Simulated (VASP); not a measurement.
Set up this calculation in VASP 6.6.1, as the native input.

| Quantity | Value |
| --- | --- |
| Task | single point |
| Functional | PBEsol |
| Potentials or basis | VASP PAW PBE potentials, release 64 (I) |
| Cutoff | 520 eV |
| k mesh | 5 × 5 × 2 |
| Occupations | fermi-dirac, width 0.05 eV |
| Spin | non-collinear spin, zero start, spin-orbit coupling |
| Starting moments | [[0.0, 0.0, 0.0], [0.0, 0.0, 0.0], [0.0, 0.0, 0.0], [0.0, 0.0, 0.0]] μB |
| Dipole correction | no |
| Further INCAR settings | ALGO = Normal; EDIFF = 1e-06; NBANDS = 42 |

The structure of I lies in POSCAR:

```
I
1.0
    3.6350350000     -2.3950200000      0.0000000000
    3.6350350000      2.3950200000      0.0000000000
    0.0000000000      0.0000000000      9.7934400000
I
4
Direct
    0.6493000000      0.3507000000      0.3844000000
    0.1493000000      0.8507000000      0.1156000000
    0.3507000000      0.6493000000      0.6156000000
    0.8507000000      0.1493000000      0.8844000000
```

The input as run:

INCAR

```
PREC = Accurate
ENCUT = 520
EDIFF = 1E-6
ISMEAR = -1
SIGMA = 0.05
LREAL = False
LASPH = True
NELM = 150
ALGO = Normal
ISIF = 2
LWAVE = False
LCHARG = False
MAGMOM = 0 0 0 0 0 0 0 0 0 0 0 0
LORBIT = 11
LSORBIT = True
GGA_COMPAT = False
LORBMOM = True
GGA = PS
NBANDS = 42
```

KPOINTS

```
Automatic mesh
0
Gamma
  5 5 2
```

Potentials or basis: VASP PAW PBE potentials, release 64 (I).

The run is started by

```bash
$ cat potpaw_PBE.64/I/POTCAR > POTCAR
$ mpirun -np 1 vasp_ncl > vasp.out
```

Results of the run:

| Quantity | Value |
| --- | --- |
| Pressure | 0.4 GPa |
| Largest force | 0.901 eV/Å |
| Net moment | 0.00 μB per cell |
| Valence electrons inside the program's atomic spheres | I 4.21 |

Caveat: this functional lacks dispersion, which holds the molecules together, so the pressure and a relaxed volume are unreliable; the PAW data sets were made with another functional, which shifts forces and pressure a little.

Wall time 3.5 min on 1 thread of Intel(R) Xeon(R) Platinum 8488C (Sapphire Rapids), with other jobs on the host, peak memory 0.66 GiB.
